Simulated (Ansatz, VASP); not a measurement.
**Two plane-wave programs on GdN**

```
Gd N
1.0
     4.08155    0.00000    0.00000
    -2.04078    3.53473    0.00000
     0.00000    0.00000    5.01462
Gd N
2 2
Direct
  0.66667 0.33333 0.50000
  0.33333 0.66667 0.00000
  0.66667 0.33333 0.00000
  0.33333 0.66667 0.50000
```

Change from the starting cell: species swapped into the MgO type (P6_3/mmc, No. 194).

Alike in both runs: functional PBE; k mesh 12 × 12 × 6; occupations gaussian, width 0.02 eV; collinear spin.

Ansatz relaxed the structure, and its values are those at the end. VASP's run is a single point on that final structure, the one shown.

|  | VASP | Ansatz |
| --- | --- | --- |
| version | VASP 6.6.1 | Ansatz 0.2.0 |
| potentials or method | VASP PAW PBE potentials, release 64 (Gd, N), cutoff 520 eV | scalar-relativistic, plane waves, PAW |
| valence electrons in the cell | 46 | 46 |

|  | VASP | Ansatz | Ansatz less VASP |
| --- | --- | --- | --- |
| gap on the k mesh at the Fermi level (eV) | 0.76 | 0.75 | -0.008 |
| least direct gap on the mesh (eV) | 0.82 | 0.82 | -0.005 |
| pressure (GPa) | 0.1 | 0.0 | -0.06 |
| net moment per atom (μB) | 0.00 | 0.00 | 0.000 |
| size of the moment on the site where the two differ most (μB) | 6.77 | 6.80 | +0.031 |

Site moments also hang on the region over which each program counts them.

Spin-orbit coupling is off throughout.
